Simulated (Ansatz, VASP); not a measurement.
**Ru: VASP beside Ansatz**

File INCAR:

```
PREC = Accurate
ENCUT = 500
EDIFF = 1E-6
ISMEAR = -1
SIGMA = 0.1
LREAL = F
LASPH = T
NELM = 120
ALGO = Normal
ISIF = 2
LWAVE = F
LCHARG = F
GGA = RE
NBANDS = 21
GGA_COMPAT = F
```

KPOINTS

```
regular mesh
0
Gamma
  19 19 13
```

POSCAR

```
Ru
1.0
   -2.9637071925      2.5608410445      1.3017259553
    2.5608410445     -2.9637071925      1.3017259553
    2.2276058909      2.2276058909     -2.0395760432
Ru
2
Direct
    0.9806103508      0.0193896492      0.0000000000
    0.7693896492      0.2306103508      0.5000000000
```

Input for Ansatz:

```yaml
crystal:
  lattice:
    - [-2.9637071925, 2.5608410445, 1.3017259553]
    - [2.5608410445, -2.9637071925, 1.3017259553]
    - [2.2276058909, 2.2276058909, -2.0395760432]
  atoms:
    - { symbol: Ru, position: [0.9806103508, 0.0193896492, 0.0] }
    - { symbol: Ru, position: [0.7693896492, 0.2306103508, 0.5] }
hamiltonian:
  xc: revpbe
  pseudopotentials:
    kind: paw
    azcp:
      Ru: "pseudopotentials/Ru.paw.azcp"
basis:
  ecutwfc: 420
  fft_grid_basis: typed
kpoints:
  mp_grid: { grid: [19, 19, 13], shift: [0, 0, 0] }
magnetization:
  spin_polarized: false
scf:
  occupations: { method: fermi_dirac, width: 0.1 }
  lower_state_search: "off"
output:
  stress: true
```

Alike in both runs: task single point; functional revPBE; k mesh 19 × 19 × 13; occupations fermi-dirac, width 0.1 eV; no spin polarisation.

|  | VASP | Ansatz |
| --- | --- | --- |
| version | VASP 6.6.1 | Ansatz 0.2.0 |
| potentials or method | VASP PAW PBE potentials, release 64 (Ru_pv), cutoff 500 eV | plane waves (420 eV) with PAW, scalar-relativistic |
| valence electrons in the cell | 28 | 32 |

Ansatz gave:

```
pressure (GPa)                                                : 26.8
traceless stress, the component that is largest in VASP (GPa) : -2.89
```

**Question.** What did VASP give for the same quantities?

**Answer.** Pressure (GPa): 26.9; traceless stress, the component that is largest in VASP (GPa): -2.89.

VASP's potentials were made for PBE, not for revPBE. With one functional, cell and mesh, what is left measures potentials, basis and numerics. VASP's potentials hold 28 valence electrons a cell and Ansatz's 32, so a difference there can come from the potentials and not from the codes.
